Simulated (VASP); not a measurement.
# Si: single point with r2SCAN

The system is Si.

```
Si
1.0
    -3.39666    3.39666    1.95488
     3.39666   -3.39666    1.95488
     3.39666    3.39666   -1.95488
Si
4
Cartesian
  1.2115 1.2115 0.0000
  2.1851 2.1851 1.9549
  2.1851 -2.1851 1.9549
  -2.1851 2.1851 1.9549
```

```json
{
 "Program": "VASP 6.6.1",
 "Task": "single point",
 "Functional": "r2SCAN",
 "Potentials or basis": "VASP PAW PBE potentials, release 64 (Si)",
 "Cutoff": "520 eV",
 "k mesh": "10 × 10 × 10",
 "Occupations": "gaussian, width 0.02 eV",
 "Spin": "no spin polarisation"
}
```

```yaml
Pressure: -4.7 GPa
Band_gap_on_the_k_mesh: 0.65 eV (least direct gap 0.73 eV)
```

Levels at points of the mesh, in eV from the valence-band top:
```tsv
k point	band 6	band 7	band 8	band 9	band 10	band 11
(0.00, 0.00, 0.00)	-1.43	-1.43	-0.53	1.68	1.76	1.76
(0.50, 0.00, 0.00)	-3.39	-2.32	-1.42	1.16	2.61	3.32
(0.50, 0.50, 0.00)	-1.93	-1.80	-1.55	1.92	2.16	2.25
(0.50, 0.50, 0.50)	-0.16	0.00	0.00	0.73	3.13	3.67
```

Wall time 4 min on 1 thread of Intel(R) Xeon(R) 6975P-C (Granite Rapids), with other jobs on the host, peak memory 0.31 GiB.

Caveat: the cell stands under tension; the PAW data sets were made with another functional, which shifts forces and pressure a little. A k mesh can miss the band edges.
